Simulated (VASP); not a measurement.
# ZnS (P3m1) in VASP: a series of runs

Runs on ZnS. Level: PBE. Tasks: single point.

All numbers are computed with VASP 6.6.1; they aren't measurements. Logs are shortened: lines on timing, memory, paths and dates and some standing lists are left out, and cuts for length are marked.

## (1) The cell of the first run

It takes space group P3m1 (No. 156, trigonal). Conventional cell: a = 3.823 Å, b = 3.823 Å, c = 12.520 Å, α = 90.00°, β = 90.00°, γ = 120.00°. Zn (site symmetry 3m) has 4 S at 2.34 to 2.35 Å within 3.1 Å. Zn (site symmetry 3m) has 4 S at 2.34 to 2.35 Å within 3.1 Å. Within 3.0 Å of Zn (site symmetry 3m) lie 4 S at 2.23 to 2.80 Å. Zn (site symmetry 3m) has 4 S at 2.34 to 2.35 Å within 3.1 Å. S (site symmetry 3m) has 4 Zn at 2.23 to 2.35 Å within 3.0 Å. S (site symmetry 3m) has 4 Zn at 2.34 to 2.35 Å within 3.1 Å. Within 3.1 Å of S (site symmetry 3m) lie 4 Zn at 2.34 to 2.80 Å. Within 3.1 Å of S (site symmetry 3m) lie 4 Zn at 2.34 to 2.35 Å.

## (2) Single point, PBE (atom 3 (Zn) moved -0.450 Å along Cartesian [0 0 1])

File INCAR:

```
SYSTEM = ZnS
ALGO     = Normal         ! electronic algorithm
EDIFF    = 1E-7           ! SCF threshold, eV
ENCUT    = 520            ! plane-wave cutoff, eV
GGA      = PE             ! functional
ISIF     = 2              ! what is computed and relaxed
ISMEAR   = 0              ! smearing method
LASPH    = .True.         ! aspherical terms in the spheres
LCHARG   = .False.        ! write CHGCAR
LREAL    = .False.        ! projectors in reciprocal space
LWAVE    = .False.        ! write WAVECAR
NBANDS   = 46             ! bands
NELM     = 80             ! most SCF steps
PREC     = Accurate       ! precision mode
SIGMA    = 0.05           ! smearing width, eV
```

File KPOINTS:

```
k-points
0
Gamma
  12 12 4
  0 0 0
```

File POSCAR:

```
ZnS
1.0
    3.8227020304      0.0000000000      0.0000000000
   -1.9113510152      3.3105570694      0.0000000000
    0.0000000000      0.0000000000     12.5200000000
Zn S
4 4
Direct
    0.0000000000      0.0000000000      0.0000000000
    0.0000000000      0.0000000000      0.5000000000
    0.3333333333      0.6666666667      0.2140575080
    0.6666666667      0.3333333333      0.7500000000
    0.0000000000      0.0000000000      0.1875000000
    0.0000000000      0.0000000000      0.6875000000
    0.3333333333      0.6666666667      0.4375000000
    0.6666666667      0.3333333333      0.9375000000
```

Potentials or basis: VASP PAW PBE potentials, release 64 (Zn, S).

Run with:

```bash
cat potpaw_PBE.64/Zn/POTCAR potpaw_PBE.64/S/POTCAR > POTCAR
mpirun -np 1 vasp_std > vasp.out
```

OUTCAR:

```text
SYSTEM = ZnS
   EDIFF = 1E-7
   ENCUT = 520
   GGA = PE
   ISIF = 2
   ISMEAR = 0
   LASPH = .True.
   LREAL = .False.
   NELM = 80
   PREC = Accurate

 ion  position               nearest neighbor table
   1  0.000  0.000  0.000-   8 2.34   8 2.34   8 2.34   5 2.35
   2  0.000  0.000  0.500-   7 2.34   7 2.34   7 2.34   6 2.35
   3  0.333  0.667  0.214-   5 2.23   5 2.23   5 2.23   7 2.80
   4  0.667  0.333  0.750-   6 2.34   6 2.34   6 2.34   8 2.35
   5  0.000  0.000  0.188-   3 2.23   3 2.23   3 2.23   1 2.35
   6  0.000  0.000  0.688-   4 2.34   4 2.34   4 2.34   2 2.35
   7  0.333  0.667  0.438-   2 2.34   2 2.34   2 2.34   3 2.80
   8  0.667  0.333  0.938-   1 2.34   1 2.34   1 2.34   4 2.35

  LATTYP: Found a hexagonal cell.
 ALAT       =     3.8227020304
 C/A-ratio  =     3.2751702593

  Lattice vectors:

 A1 = (   3.8227020304,   0.0000000000,   0.0000000000)
 A2 = (  -1.9113510152,   3.3105570694,   0.0000000000)
 A3 = (   0.0000000000,   0.0000000000,  12.5200000000)

Analysis of symmetry for initial positions (statically):
=====================================================================
 Subroutine PRICEL returns:
 Original cell was already a primitive cell.

 Routine SETGRP: Setting up the symmetry group for a
 hexagonal supercell.

 Subroutine GETGRP returns: Found  6 space group operations
 (whereof  6 operations were pure point group operations)
 out of a pool of 24 trial point group operations.

The static configuration has the point symmetry C_3v.

Analysis of symmetry for dynamics (positions and initial velocities):
=====================================================================
 Subroutine PRICEL returns:
 Original cell was already a primitive cell.

 Routine SETGRP: Setting up the symmetry group for a
 hexagonal supercell.

 Subroutine GETGRP returns: Found  6 space group operations
 (whereof  6 operations were pure point group operations)
 out of a pool of 24 trial point group operations.

The dynamic configuration has the point symmetry C_3v.

 Subroutine INISYM returns: Found  6 space group operations
 (whereof  6 operations are pure point group operations),
 and found     1 'primitive' translations

----------------------------------------------------------------------------------------

                                     Primitive cell

  volume of cell :     158.4440

  direct lattice vectors                    reciprocal lattice vectors
     3.822702030  0.000000000  0.000000000     0.261595069  0.151031983  0.000000000
    -1.911351015  3.310557069  0.000000000     0.000000000  0.302063967  0.000000000
     0.000000000  0.000000000 12.520000000     0.000000000  0.000000000  0.079872204

  length of vectors
     3.822702030  3.822702030 12.520000000     0.302063967  0.302063967  0.079872204

  position of ions in fractional coordinates (direct lattice)
     0.000000000  0.000000000  0.000000000
     0.000000000  0.000000000  0.500000000
     0.333333333  0.666666667  0.214057508
     0.666666667  0.333333333  0.750000000
     0.000000000  0.000000000  0.187500000
     0.000000000  0.000000000  0.687500000
     0.333333333  0.666666667  0.437500000
     0.666666667  0.333333333  0.937500000

  ion indices of the primitive-cell ions
   primitive index   ion index
                 1           1
                 2           2
                 3           3
                 4           4
                 5           5
                 6           6
                 7           7
                 8           8

----------------------------------------------------------------------------------------

 KPOINTS: k-points

Automatic generation of k-mesh.
 Grid dimensions read from file:
 generate k-points for:   12   12    4

 Generating k-lattice:

  Cartesian coordinates                     Fractional coordinates (reciprocal lattice)
     0.021799589  0.012585999  0.000000000     0.083333333  0.000000000  0.000000000
     0.000000000  0.025171997  0.000000000     0.000000000  0.083333333  0.000000000
     0.000000000  0.000000000  0.019968051     0.000000000  0.000000000  0.250000000

  Length of vectors
     0.025171997  0.025171997  0.019968051

  Shift w.r.t. Gamma in fractional coordinates (k-lattice)
     0.000000000  0.000000000  0.000000000

 Subroutine IBZKPT returns following result:
 ===========================================

 Found     69 irreducible k-points:

 Following reciprocal coordinates:
            Coordinates               Weight
  0.000000  0.000000  0.000000      1.000000
  0.083333 -0.000000  0.000000      6.000000
  0.166667 -0.000000  0.000000      6.000000
  0.250000  0.000000  0.000000      6.000000
  0.333333  0.000000  0.000000      6.000000
  0.416667  0.000000  0.000000      6.000000
[... 16 lines left out ...]
  0.166667 -0.000000  0.250000      6.000000
  0.000000  0.166667  0.250000      6.000000
 [... further k-points ...]
   k-points           NKPTS =     69   k-points in BZ     NKDIM =     69   number of bands    NBANDS=     46
   number of dos      NEDOS =    301   number of ions     NIONS =      8
   total plane-waves  NPLWV =  75264
   dimension x,y,z NGX =    28 NGY =   28 NGZ =   96
   dimension x,y,z NGXF=    56 NGYF=   56 NGZF=  192
   ions per type =               4   4
   NGX,Y,Z   is equivalent  to a cutoff of  12.18, 12.18, 12.75 a.u.
   NGXF,Y,Z  is equivalent  to a cutoff of  24.35, 24.35, 25.49 a.u.
 SYSTEM =  ZnS
   PREC   = accura    normal or accurate (medium, high low for compatibility)
   ISTART =      0    job   : 0-new  1-cont  2-samecut
   ICHARG =      2    charge: 1-file 2-atom 10-const
   ISPIN  =      1    spin polarized calculation?
   LNONCOLLINEAR =      F non collinear calculations
   LSORBIT =      F    spin-orbit coupling
   LASPH  =      T    aspherical Exc in radial PAW
   ENCUT  =  520.0 eV  38.22 Ry    6.18 a.u.   7.11  7.11 23.28*2*pi/ulx,y,z
   NELM   =     80;   NELMIN=  2; NELMDL= -5     # of ELM steps
   EDIFF  = 0.1E-06   stopping-criterion for ELM
   LREAL  =      F    real-space projection
   EDIFFG = 0.1E-05   stopping-criterion for IOM
   NSW    =      0    number of steps for IOM
   IBRION =     -1    ionic relax: 0-MD 1-quasi-New 2-CG
   NFREE  =      0    steps in history (QN), initial steepest desc. (CG)
   ISIF   =      2    stress and relaxation
   ISYM   =      2    0-nonsym 1-usesym 2-fastsym
   POTIM  = 0.5000    time-step for ionic-motion
   TEBEG  =    0.0;   TEEND  =   0.0 temperature during run
   PSTRESS=    0.0 pullay stress
   NELECT =      72.0000    total number of electrons
   NUPDOWN=      -1.0000    fix difference up-down
   EMIN   =  10.00;   EMAX   =-10.00  energy-range for DOS
   EFERMI =   0.00;   METHOD = LEGACY
   ISMEAR =     0;   SIGMA  =   0.05  broadening in eV -4-tet -1-fermi 0-gaus
   EFERMI_NEDOS =   21; number of points for ismear=-14 and -15
   IALGO  =     38    algorithm
   IMIX   =      4    mixing-type and parameters
     AMIX     =   0.40;   BMIX     =  1.00
     AMIX_MAG =   1.60;   BMIX_MAG =  1.00
  volume/ion in A,a.u.               =      19.81       133.65
  Fermi-wavevector in a.u.,A,eV,Ry     =   1.258617  2.378442 21.553229  1.584118
  Thomas-Fermi vector in A             =   2.392218
   LORBIT       =      0    0 simple, 1 ext, 2 COOP (PROOUT), +10 PAW based schemes
   GGA     = PE    functional components
   LHFCALC =     F    Hartree Fock is set to
   AEXX    =    0.0000 exact exchange contribution
   IVDW    =     0    specifies the selected vdW correction
   LEPSILON=     F    determine dielectric tensor
   LRPA    =     F    only Hartree local field effects (RPA)
 non-spin polarized calculation
 Gauss-broadening in eV      SIGMA  =   0.05
  energy-cutoff  :      520.00
  volume of cell :      158.44
 maximum number of plane-waves:      4296
   NGX = 15   NGY = 15   NGZ = 47

 number of electron      71.9999984 magnetization

 Free energy of the ion-electron system (eV)
  ---------------------------------------------------
  ext. energy  EPLUGINS =         0.00000000
  ---------------------------------------------------
  free energy    TOTEN  =       -26.85385676 eV

  energy without entropy =      -26.85385676  energy(sigma->0) =      -26.85385676

 E-fermi :   2.8332     XC(G=0):  -9.6085

 val. band max:        2.6268103763   @ k =   0.0000   0.0000   0.0000
 cond. band min:       3.8152702214   @ k =   0.0000   0.0000   0.0000
 fundamental gap:      1.1884598451
 Fermi energy:         2.8331720657

 k-point     1 :       0.0000    0.0000    0.0000
  band No.  band energies     occupation
      1     -11.9513      2.00000
      2     -10.9320      2.00000
      3     -10.3089      2.00000
      4      -9.4797      2.00000
      5      -5.3895      2.00000
      6      -5.3895      2.00000
[... 38 lines left out ...]
     45       8.4323      0.00000
     46       8.7994      0.00000

 k-point     2 :       0.0833   -0.0000    0.0000
  band No.  band energies     occupation
      1     -11.9080      2.00000
      2     -10.8927      2.00000
      3     -10.2711      2.00000
      4      -9.4442      2.00000
      5      -5.3921      2.00000
      6      -5.3690      2.00000
[... 38 lines left out ...]
     45       8.5406      0.00000
     46       8.7676      0.00000

 k-point     3 :       0.1667   -0.0000    0.0000
  band No.  band energies     occupation
      1     -11.7855      2.00000
      2     -10.7821      2.00000
      3     -10.1651      2.00000
      4      -9.3448      2.00000
      5      -5.3939      2.00000
      6      -5.3112      2.00000
[... 38 lines left out ...]
     45       8.7535      0.00000
     46       8.9441      0.00000

 k-point     4 :       0.2500    0.0000    0.0000
  band No.  band energies     occupation
      1     -11.6073      2.00000
      2     -10.6226      2.00000
      3     -10.0132      2.00000
      4      -9.2024      2.00000
      5      -5.3791      2.00000
      6      -5.2276      2.00000
[... 920 lines left out ...]
     45       8.5356      0.00000
     46       8.8227      0.00000

 k-point    23 :       0.1667   -0.0000    0.2500
  band No.  band energies     occupation
      1     -11.7851      2.00000
      2     -10.7851      2.00000
      3     -10.1600      2.00000
      4      -9.3474      2.00000
      5      -5.3939      2.00000
      6      -5.3112      2.00000
[... 38 lines left out ...]
     45       8.7999      0.00000
     46       9.0589      0.00000

 k-point    24 :       0.0000    0.1667    0.2500
  band No.  band energies     occupation
      1     -11.7851      2.00000
      2     -10.7851      2.00000
      3     -10.1600      2.00000
      4      -9.3474      2.00000
      5      -5.3939      2.00000
      6      -5.3112      2.00000
[... 38 lines left out ...]
     45       8.6641      0.00000
     46       8.9627      0.00000

 [... further k-points ...]
[... 5 lines left out ...]
  --------------------------------------------------------------------------------------
  -------------------------------------------------------------------------------------
  Total        3.0849348      3.0849348      0.8533670      0.0000000      0.0000000      0.0000000
  in kB       31.1946933     31.1946933      8.6292008      0.0000000      0.0000000      0.0000000
  external PRESSURE =      23.6728625 kB  Pullay stress =       0.0000000 kB

 VOLUME and BASIS-vectors are now :
 -----------------------------------------------------------------------------
  energy-cutoff  :      520.00
  volume of cell :      158.44
      direct lattice vectors                 reciprocal lattice vectors
     3.822702030  0.000000000  0.000000000     0.261595069  0.151031983  0.000000000
    -1.911351015  3.310557069  0.000000000     0.000000000  0.302063967  0.000000000
     0.000000000  0.000000000 12.520000000     0.000000000  0.000000000  0.079872204

 POSITION                                       TOTAL-FORCE (eV/Angst)
 -----------------------------------------------------------------------------------
      0.00000      0.00000      0.00000         0.000000     -0.000000     -0.414111
      0.00000      0.00000      6.26000         0.000000     -0.000000     -0.345112
     -0.00000      2.20704      2.68000        -0.000000      0.000000      1.785098
      1.91135      1.10352      9.39000         0.000000      0.000000     -0.361907
      0.00000      0.00000      2.34750        -0.000000     -0.000000     -0.624184
      0.00000      0.00000      8.60750         0.000000     -0.000000      0.323660
     -0.00000      2.20704      5.47750         0.000000     -0.000000     -0.649221
      1.91135      1.10352     11.73750        -0.000000     -0.000000      0.285778
 -----------------------------------------------------------------------------------
    total drift:                               -0.000005     -0.000001     -0.000224

  FREE ENERGIE OF THE ION-ELECTRON SYSTEM (eV)
  ---------------------------------------------------
  free  energy   TOTEN  =       -26.8538567558 eV

  energy  without entropy=      -26.8538567558  energy(sigma->0) =      -26.85385676
```

Run time: 6.9 min. Hardware: 1 thread of Intel Xeon Platinum 8375C at 2.90GHz (Ice Lake), shared host; peak memory 0.5 GiB.

What came out:

- Free energy: -26.8539 eV
- Pressure: 2.4 GPa
- Largest force: 1.785 eV/Å
- Band gap on the k mesh: 1.19 eV, direct

Forces in eV/Å, atoms in the order of the input:
```
Zn   0.000  0.000 -0.414
Zn   0.000  0.000 -0.345
Zn   0.000  0.000  1.785
Zn   0.000  0.000 -0.362
S    0.000  0.000 -0.624
S    0.000  0.000  0.324
S    0.000  0.000 -0.649
S    0.000  0.000  0.286
```

Caveat: the cell differs from its parent crystal (atom 3 (Zn) moved -0.450 Å along Cartesian [0 0 1]); forces of over 1 eV/Å act on the atoms, so gaps and moduli don't describe the material at rest.

## (3) Single point, PBE (atom 3 (Zn) moved +0.394 Å along Cartesian [0 0 1])

File INCAR:

```
SYSTEM = ZnS
PREC = Accurate
ENCUT = 520
EDIFF = 1E-6
ISMEAR = 0
SIGMA = 0.05
LREAL = .FALSE.
LASPH = .TRUE.
NELM = 80
ALGO = Normal
ISIF = 2
LWAVE = .FALSE.
LCHARG = .FALSE.
GGA = PE
NBANDS = 46
```

File KPOINTS:

```
regular mesh
0
G
  12 12 4
  0 0 0
```

Edit POSCAR of step 2 so:

```diff
@@ -10,3 +10,3 @@
     0.0000000000      0.0000000000      0.5000000000
-    0.3333333333      0.6666666667      0.2140575080
+    0.3333333333      0.6666666667      0.2814536741
     0.6666666667      0.3333333333      0.7500000000
```

Potentials or basis: VASP PAW PBE potentials, release 64 (Zn, S).

Run with:

```bash
cat potpaw_PBE.64/Zn/POTCAR potpaw_PBE.64/S/POTCAR > POTCAR
mpirun -np 1 vasp_std > vasp.out
```

It took 5 min on 1 thread of AMD EPYC 9R45 (Zen 5), shared host; peak memory 0.47 GiB.

The run converged. Its results:

- Free energy: -26.3477 eV
- Pressure: 3.5 GPa
- Largest force: 6.705 eV/Å
- Band gap on the k mesh: 1.43 eV, direct

Forces on the atoms (eV/Å):
```
Zn   0.000  0.000  0.359
Zn   0.000  0.000  0.439
Zn   0.000  0.000 -6.705
Zn   0.000  0.000  0.293
S    0.000  0.000  1.128
S    0.000  0.000 -0.319
S    0.000  0.000  5.035
S    0.000  0.000 -0.230
```

Stress tensor (GPa, compression positive):
```
0.65 0.00 0.00
0.00 0.65 0.00
0.00 0.00 9.18
```

Levels at points of the mesh, in eV from the valence-band top:
```
           k point  band 33  band 34  band 35  band 36  band 37  band 38  band 39  band 40
(0.00, 0.00, 0.00)    -0.77    -0.65     0.00     0.00     1.43     2.39     2.87     3.68
(0.50, 0.00, 0.00)    -2.01    -1.83    -1.62    -0.75     2.46     2.63     3.19     3.80
(0.00, 0.00, 0.50)    -0.74    -0.74    -0.01    -0.01     1.96     2.38     2.76     3.49
(0.50, 0.00, 0.50)    -2.34    -1.79    -1.74    -0.78     2.64     3.06     3.36     3.60
```

Caveat: the cell differs from its parent crystal (atom 3 (Zn) moved +0.394 Å along Cartesian [0 0 1]); forces of over 1 eV/Å act on the atoms, so gaps and moduli don't describe the material at rest. A k mesh can miss the band edges.
